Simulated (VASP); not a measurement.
# MgI2 (Fm-3m) in VASP: further runs

The runs below take MgI2 through single point, relaxation of cell and atoms, with r2SCAN+rVV10.

All numbers are computed with VASP 6.6.1; they aren't measurements. Logs are shortened: lines on timing, memory, paths and dates and some standing lists are left out, and cuts for length are marked.

### Step 1. The cell of the first run

It takes space group Fm-3m (No. 225, cubic). Conventional cell: a = 7.463 Å, b = 7.463 Å, c = 7.463 Å, α = 90.00°, β = 90.00°, γ = 90.00°. Within 4.3 Å of Mg (site symmetry m-3m) lie 8 I at 3.23 Å. I (site symmetry -43m) has 4 Mg at 3.23 Å and 6 I at 3.73 Å within 4.3 Å.

### Step 2. Single point, r2SCAN+rVV10

The input, POSCAR:

```
MgI2
1.0
    0.0000000000      3.7314500344      3.7314500344
    3.7314500344      0.0000000000      3.7314500344
    3.7314500344      3.7314500344      0.0000000000
Mg I
1 2
Direct
    0.0000000000      0.0000000000      0.0000000000
    0.7500000000      0.7500000000      0.7500000000
    0.2500000000      0.2500000000      0.2500000000
```

The input, INCAR.step1:

```
ALGO = Normal ; EDIFF = 1E-4
ENCUT = 520 ; GGA = PE
ISMEAR = -1 ; LASPH = True
LCHARG = False ; LREAL = False
LWAVE = True ; NBANDS = 15
NELM = 80 ; PREC = Accurate
SIGMA = 0.03
```

The input, INCAR.step2:

```
ALGO = Normal ; BPARAM = 11.95
CPARAM = 0.0093 ; EDIFF = 1E-7
ENCUT = 520 ; ISIF = 2
ISMEAR = -1 ; ISTART = 1
IVDW_NL = 2 ; LASPH = True
LCHARG = False ; LMIXTAU = True
LREAL = False ; LUSE_VDW = True
LWAVE = False ; METAGGA = R2SCAN
NBANDS = 15 ; NELM = 80
PREC = Accurate ; SIGMA = 0.03
```

The input, KPOINTS:

```
k-points
0
Gamma
  6 6 6
```

Potentials or basis: VASP PAW PBE potentials, release 64 (Mg, I).

The run is started by

```sh
> cat potpaw_PBE.64/Mg/POTCAR potpaw_PBE.64/I/POTCAR > POTCAR
> cp INCAR.step1 INCAR
> mpirun -np 1 vasp_std > vasp.out
> cp INCAR.step2 INCAR
> mpirun -np 1 vasp_std > vasp.out
```

OUTCAR:

```text
BPARAM = 11.95
   EDIFF = 1E-7
   ENCUT = 520
   ISIF = 2
   ISMEAR = -1
   ISTART = 1
   IVDW_NL = 2
   LASPH = True
   LREAL = False
   METAGGA = R2SCAN
   NELM = 80
   PREC = Accurate

 ion  position               nearest neighbor table
   1  0.000  0.000  0.000-   2 3.23   2 3.23   2 3.23   2 3.23   3 3.23   3 3.23   3 3.23   3 3.23

   2  0.750  0.750  0.750-   1 3.23   1 3.23   1 3.23   1 3.23
   3  0.250  0.250  0.250-   1 3.23   1 3.23   1 3.23   1 3.23

  LATTYP: Found a face centered cubic cell.
 ALAT       =     7.4629000688

  Lattice vectors:

 A1 = (   0.0000000000,   3.7314500344,   3.7314500344)
 A2 = (   3.7314500344,   0.0000000000,   3.7314500344)
 A3 = (   3.7314500344,   3.7314500344,   0.0000000000)

Analysis of symmetry for initial positions (statically):
=====================================================================
 Subroutine PRICEL returns:
 Original cell was already a primitive cell.

 Routine SETGRP: Setting up the symmetry group for a
 face centered cubic supercell.

 Subroutine GETGRP returns: Found 48 space group operations
 (whereof 48 operations were pure point group operations)
 out of a pool of 48 trial point group operations.

The static configuration has the point symmetry O_h .

Analysis of symmetry for dynamics (positions and initial velocities):
=====================================================================
 Subroutine PRICEL returns:
 Original cell was already a primitive cell.

 Routine SETGRP: Setting up the symmetry group for a
 face centered cubic supercell.

 Subroutine GETGRP returns: Found 48 space group operations
 (whereof 48 operations were pure point group operations)
 out of a pool of 48 trial point group operations.

The dynamic configuration has the point symmetry O_h .

 Subroutine INISYM returns: Found 48 space group operations
 (whereof 48 operations are pure point group operations),
 and found     1 'primitive' translations

----------------------------------------------------------------------------------------

                                     Primitive cell

  volume of cell :     103.9113

  direct lattice vectors                    reciprocal lattice vectors
     0.000000000  3.731450034  3.731450034    -0.133996166  0.133996166  0.133996166
     3.731450034  0.000000000  3.731450034     0.133996166 -0.133996166  0.133996166
     3.731450034  3.731450034  0.000000000     0.133996166  0.133996166 -0.133996166

  length of vectors
     5.277067246  5.277067246  5.277067246     0.232088168  0.232088168  0.232088168

  position of ions in fractional coordinates (direct lattice)
     0.000000000  0.000000000  0.000000000
     0.750000000  0.750000000  0.750000000
     0.250000000  0.250000000  0.250000000

  ion indices of the primitive-cell ions
   primitive index   ion index
                 1           1
                 2           2
                 3           3

----------------------------------------------------------------------------------------

 KPOINTS: k-points

Automatic generation of k-mesh.
 Grid dimensions read from file:
 generate k-points for:    6    6    6

 Generating k-lattice:

  Cartesian coordinates                     Fractional coordinates (reciprocal lattice)
    -0.022332694  0.022332694  0.022332694     0.166666667  0.000000000  0.000000000
     0.022332694 -0.022332694  0.022332694     0.000000000  0.166666667  0.000000000
     0.022332694  0.022332694 -0.022332694     0.000000000  0.000000000  0.166666667

  Length of vectors
     0.038681361  0.038681361  0.038681361

  Shift w.r.t. Gamma in fractional coordinates (k-lattice)
     0.000000000  0.000000000  0.000000000

 Subroutine IBZKPT returns following result:
 ===========================================

 Found     16 irreducible k-points:

 Following reciprocal coordinates:
            Coordinates               Weight
  0.000000  0.000000  0.000000      1.000000
  0.166667  0.000000  0.000000      8.000000
  0.333333  0.000000  0.000000      8.000000
  0.500000  0.000000  0.000000      4.000000
  0.166667  0.166667  0.000000      6.000000
  0.333333  0.166667  0.000000     24.000000
[... 8 lines left out ...]
 -0.333333  0.333333  0.166667     24.000000
 -0.333333  0.500000  0.166667     12.000000
   k-points           NKPTS =     16   k-points in BZ     NKDIM =     16   number of bands    NBANDS=     15
   number of dos      NEDOS =    301   number of ions     NIONS =      3
   total plane-waves  NPLWV =  64000
   dimension x,y,z NGX =    40 NGY =   40 NGZ =   40
   dimension x,y,z NGXF=    80 NGYF=   80 NGZF=   80
   ions per type =               1   2
   NGX,Y,Z   is equivalent  to a cutoff of  12.60, 12.60, 12.60 a.u.
   NGXF,Y,Z  is equivalent  to a cutoff of  25.20, 25.20, 25.20 a.u.
 SYSTEM =  unknown system
   PREC   = accura    normal or accurate (medium, high low for compatibility)
   ISTART =      1    job   : 0-new  1-cont  2-samecut
   ICHARG =      0    charge: 1-file 2-atom 10-const
   ISPIN  =      1    spin polarized calculation?
   LNONCOLLINEAR =      F non collinear calculations
   LSORBIT =      F    spin-orbit coupling
   LASPH  =      T    aspherical Exc in radial PAW
   ENCUT  =  520.0 eV  38.22 Ry    6.18 a.u.   9.81  9.81  9.81*2*pi/ulx,y,z
   NELM   =     80;   NELMIN=  2; NELMDL=  0     # of ELM steps
   EDIFF  = 0.1E-06   stopping-criterion for ELM
   LREAL  =      F    real-space projection
   EDIFFG = 0.1E-05   stopping-criterion for IOM
   NSW    =      0    number of steps for IOM
   IBRION =     -1    ionic relax: 0-MD 1-quasi-New 2-CG
   NFREE  =      0    steps in history (QN), initial steepest desc. (CG)
   ISIF   =      2    stress and relaxation
   ISYM   =      2    0-nonsym 1-usesym 2-fastsym
   POTIM  = 0.5000    time-step for ionic-motion
   TEBEG  =    0.0;   TEEND  =   0.0 temperature during run
   PSTRESS=    0.0 pullay stress
   NELECT =      16.0000    total number of electrons
   NUPDOWN=      -1.0000    fix difference up-down
   EMIN   =  10.00;   EMAX   =-10.00  energy-range for DOS
   EFERMI =   0.00;   METHOD = LEGACY
   ISMEAR =    -1;   SIGMA  =   0.03  broadening in eV -4-tet -1-fermi 0-gaus
   EFERMI_NEDOS =   21; number of points for ismear=-14 and -15
   IALGO  =     38    algorithm
   IMIX   =      4    mixing-type and parameters
     AMIX     =   0.40;   BMIX     =  1.00
     AMIX_MAG =   1.60;   BMIX_MAG =  1.00
  volume/ion in A,a.u.               =      34.64       233.74
  Fermi-wavevector in a.u.,A,eV,Ry     =   0.877460  1.658158 10.475610  0.769936
  Thomas-Fermi vector in A             =   1.997411
   LORBIT       =      0    0 simple, 1 ext, 2 COOP (PROOUT), +10 PAW based schemes
   METAGGA = R2SCAN    functional components
   LHFCALC =     F    Hartree Fock is set to
   AEXX    =    0.0000 exact exchange contribution
   IVDW_NL    =     2    kernel type
   BPARAM     =11.9500
   IVDW    =     0    specifies the selected vdW correction
   LEPSILON=     F    determine dielectric tensor
   LRPA    =     F    only Hartree local field effects (RPA)
 non-spin polarized calculation
  energy-cutoff  :      520.00
  volume of cell :      103.91
 maximum number of plane-waves:      2822
   NGX = 19   NGY = 19   NGZ = 19

 number of electron      15.9999999 magnetization

 Free energy of the ion-electron system (eV)
  ---------------------------------------------------
  ext. energy  EPLUGINS =         0.00000000
  ---------------------------------------------------
  free energy    TOTEN  =       -54.90515919 eV

  energy without entropy =      -54.90515919  energy(sigma->0) =      -54.90515919

 E-fermi :   3.8482     XC(G=0):  -8.6312

 val. band max:        3.2580004444   @ k =   0.5000   0.5000   0.0000
 cond. band min:       4.5562266613   @ k =   0.0000   0.0000   0.0000
 fundamental gap:      1.2982262169
 Fermi energy:         3.8482279556

 k-point     1 :       0.0000    0.0000    0.0000
  band No.  band energies     occupation
      1     -10.2219      2.00000
      2      -8.4535      2.00000
      3       0.0954      2.00000
      4       0.0954      2.00000
      5       0.0954      2.00000
      6       2.0566      2.00000
      7       2.0566      2.00000
      8       2.0566      2.00000
      9       4.5562      0.00000
     10       6.6789      0.00000
     11       6.6789      0.00000
     12       6.6789      0.00000
     13       8.8856      0.00000
     14       8.8856      0.00000
     15       9.9105      0.00000

 k-point     2 :       0.1667    0.0000    0.0000
  band No.  band energies     occupation
      1     -10.1118      2.00000
      2      -8.5807      2.00000
      3       0.0499      2.00000
      4       0.1491      2.00000
      5       0.1491      2.00000
      6       1.4662      2.00000
      7       1.8010      2.00000
      8       1.8010      2.00000
      9       5.3256      0.00000
     10       6.9596      0.00000
     11       6.9991      0.00000
     12       6.9991      0.00000
     13       9.4719      0.00000
     14       9.4719      0.00000
     15      10.6966      0.00000

 k-point     3 :       0.3333    0.0000    0.0000
  band No.  band energies     occupation
      1      -9.8048      2.00000
      2      -8.9211      2.00000
      3      -0.0960      2.00000
      4       0.3326      2.00000
      5       0.3326      2.00000
      6       0.8026      2.00000
      7       1.2602      2.00000
      8       1.2602      2.00000
      9       6.1300      0.00000
     10       7.9148      0.00000
     11       7.9148      0.00000
     12       8.4170      0.00000
     13      10.6538      0.00000
     14      10.6538      0.00000
     15      11.1328      0.00000

 k-point     4 :       0.5000    0.0000    0.0000
  band No.  band energies     occupation
      1      -9.3786      2.00000
      2      -9.3640      2.00000
      3      -0.2027      2.00000
      4       0.5911      2.00000
      5       0.5911      2.00000
      6       0.5933      2.00000
      7       0.8408      2.00000
      8       0.8408      2.00000
      9       6.5254      0.00000
     10       8.8418      0.00000
     11       8.8418      0.00000
     12       9.3990      0.00000
     13      10.2820      0.00000
     14      10.2820      0.00000
     15      11.0005      0.00000
[... 163 lines left out ...]
 k-point    14 :       0.5000    0.3333    0.1667
  band No.  band energies     occupation
      1      -9.6305      2.00000
      2      -9.0397      2.00000
      3      -1.1162      2.00000
      4      -0.6650      2.00000
      5       0.1004      2.00000
      6       1.3224      2.00000
      7       2.0509      2.00000
      8       2.6805      2.00000
      9       5.5310      0.00000
     10       7.9294      0.00000
     11       8.8232      0.00000
     12       9.5681      0.00000
     13       9.5898      0.00000
     14      11.1487      0.00000
     15      12.2731      0.00000

 k-point    15 :      -0.3333    0.3333    0.1667
  band No.  band energies     occupation
      1      -9.3310      2.00000
      2      -9.3272      2.00000
      3      -1.3843      2.00000
      4      -0.8554      2.00000
      5       0.6408      2.00000
      6       0.6573      2.00000
      7       2.5094      2.00000
      8       2.6782      2.00000
      9       5.8493      0.00000
     10       7.8417      0.00000
     11       9.2228      0.00000
     12       9.5720      0.00000
     13      10.1599      0.00000
     14      11.2371      0.00000
     15      12.0955      0.00000

 k-point    16 :      -0.3333    0.5000    0.1667
  band No.  band energies     occupation
      1      -9.4533      2.00000
      2      -9.1655      2.00000
      3      -1.6827      2.00000
      4      -0.9745      2.00000
      5      -0.0645      2.00000
      6       1.5564      2.00000
      7       2.8208      2.00000
      8       3.1241      2.00000
      9       5.3220      0.00000
     10       8.1323      0.00000
     11       8.8349      0.00000
     12       9.7834      0.00000
     13      11.2351      0.00000
     14      11.4152      0.00000
     15      11.6304      0.00000

------------------------ aborting loop because EDIFF is reached ----------------------------------------

  FORCE on cell =-STRESS in cart. coord.  units (eV):
  Direction    XX          YY          ZZ          XY          YZ          ZX
  --------------------------------------------------------------------------------------
  -------------------------------------------------------------------------------------
  Total        0.0072587      0.0072587      0.0072587     -0.0000000      0.0000000     -0.0000000
  in kB        0.1119191      0.1119191      0.1119191     -0.0000000      0.0000000     -0.0000000
  external PRESSURE =       0.1119191 kB  Pullay stress =       0.0000000 kB

 VOLUME and BASIS-vectors are now :
 -----------------------------------------------------------------------------
  energy-cutoff  :      520.00
  volume of cell :      103.91
      direct lattice vectors                 reciprocal lattice vectors
     0.000000000  3.731450034  3.731450034    -0.133996166  0.133996166  0.133996166
     3.731450034  0.000000000  3.731450034     0.133996166 -0.133996166  0.133996166
     3.731450034  3.731450034  0.000000000     0.133996166  0.133996166 -0.133996166

 POSITION                                       TOTAL-FORCE (eV/Angst)
 -----------------------------------------------------------------------------------
      0.00000      0.00000      0.00000        -0.000000     -0.000000     -0.000000
      5.59718      5.59718      5.59718        -0.000000     -0.000000     -0.000000
      1.86573      1.86573      1.86573         0.000000      0.000000      0.000000
 -----------------------------------------------------------------------------------
    total drift:                                0.000000     -0.000000      0.000000

  FREE ENERGIE OF THE ION-ELECTRON SYSTEM (eV)
  ---------------------------------------------------
  free  energy   TOTEN  =       -54.9051591901 eV

  energy  without entropy=      -54.9051591901  energy(sigma->0) =      -54.90515919
```

It took 2.3 min on 1 thread of Intel Xeon 6975P-C (Granite Rapids), shared host; peak memory 0.49 GiB.

What came out:

```
Free energy            : -54.9052 eV
Pressure               : 0.0 GPa
Band gap on the k mesh : 1.30 eV (least direct gap 1.40 eV)
```

Caveat: the PAW data sets were made with another functional, which shifts forces and pressure a little; spin-orbit coupling is left out, which moves the levels of the heavy elements. A k mesh can miss the band edges.

### Step 3. Relaxation of cell and atoms, r2SCAN+rVV10

This run uses another cell than the first one, of 33.93 Å³/atom.

The input, POSCAR:

```
MgI2
1.0
    0.0000000000      3.7060074723      3.7060074723
    3.7060074723      0.0000000000      3.7060074723
    3.7060074723      3.7060074723      0.0000000000
Mg I
1 2
Direct
    0.0000000000      0.0000000000      0.0000000000
    0.7500000000      0.7500000000      0.7500000000
    0.2500000000      0.2500000000      0.2500000000
```

The input, INCAR.step1:

```
PREC = Accurate
ENCUT = 600
ISMEAR = -1
SIGMA = 0.03
LREAL = False
LASPH = True
NELM = 80
GGA = PE
ALGO = Normal
EDIFF = 1E-4
LWAVE = True
LCHARG = False
```

The input, INCAR.step2:

```
PREC = Accurate
ENCUT = 600
EDIFF = 1E-7
ISMEAR = -1
SIGMA = 0.03
LREAL = False
LASPH = True
NELM = 80
ALGO = Normal
ISIF = 3
LWAVE = False
LCHARG = False
METAGGA = R2SCAN
LMIXTAU = True
LUSE_VDW = True
IVDW_NL = 2
BPARAM = 11.95
CPARAM = 0.0093
IBRION = 2
NSW = 100
EDIFFG = -0.01
ISTART = 1
```

The input, KPOINTS:

```
Automatic mesh
0
Gamma
  6 6 6
```

Potentials or basis: VASP PAW PBE potentials, release 64 (Mg, I).

The run is started by

```sh
> cat potpaw_PBE.64/Mg/POTCAR potpaw_PBE.64/I/POTCAR > POTCAR
> cp INCAR.step1 INCAR
> mpirun -np 1 vasp_std > vasp.out
> cp INCAR.step2 INCAR
> mpirun -np 1 vasp_std > vasp.out
```

It took 5.1 min on 1 thread of Intel Xeon 6975P-C (Granite Rapids), shared host; peak memory 0.56 GiB.

It converged, with:

- Free energy: -54.9071 eV
- Relaxed volume: 34.69 Å³/atom
- Relaxed cell: a = 5.280 Å, b = 5.280 Å, c = 5.280 Å, α = 60.00°, β = 60.00°, γ = 60.00°
- Space group after relaxing (to 0.1 Å): Fm-3m (No. 225)
- Energy gained by relaxing: 1.6 meV/atom
- Ionic steps: 2
- Pressure after relaxing: 0.0 GPa
- Band gap on the k mesh: 1.29 eV (least direct gap 1.40 eV)

Step by step:
```tsv
step	energy change (eV)	largest force (eV/Å)	pressure (GPa)	volume (Å³)
1	0.0000	0.0000	0.72	101.80
2	-0.0047	0.0000	-0.04	104.06
```

Final structure:
```cif
data_structure
_symmetry_space_group_name_H-M 'P 1'
_symmetry_Int_Tables_number 1
_cell_length_a 5.2796
_cell_length_b 5.2796
_cell_length_c 5.2796
_cell_angle_alpha 60.000
_cell_angle_beta 60.000
_cell_angle_gamma 60.000
_cell_volume 104.06
loop_
_atom_site_label
_atom_site_type_symbol
_atom_site_fract_x
_atom_site_fract_y
_atom_site_fract_z
_atom_site_occupancy
Mg1 Mg 0.00000 0.00000 0.00000 1
I1 I 0.75000 0.75000 0.75000 1
I2 I 0.25000 0.25000 0.25000 1
```

Levels at points of the mesh, in eV from the valence-band top:
```csv
k point,band 6,band 7,band 8,band 9,band 10,band 11
"(0.00, 0.00, 0.00)",-1.20,-1.20,-1.20,1.29,3.43,3.43
"(0.50, 0.00, 0.00)",-2.66,-2.41,-2.41,3.26,5.58,5.58
"(0.50, 0.50, 0.00)",-0.55,-0.55,0.00,1.40,4.75,6.88
```

Caveat: the PAW data sets were made with another functional, which shifts forces and pressure a little; spin-orbit coupling is left out, which moves the levels of the heavy elements.
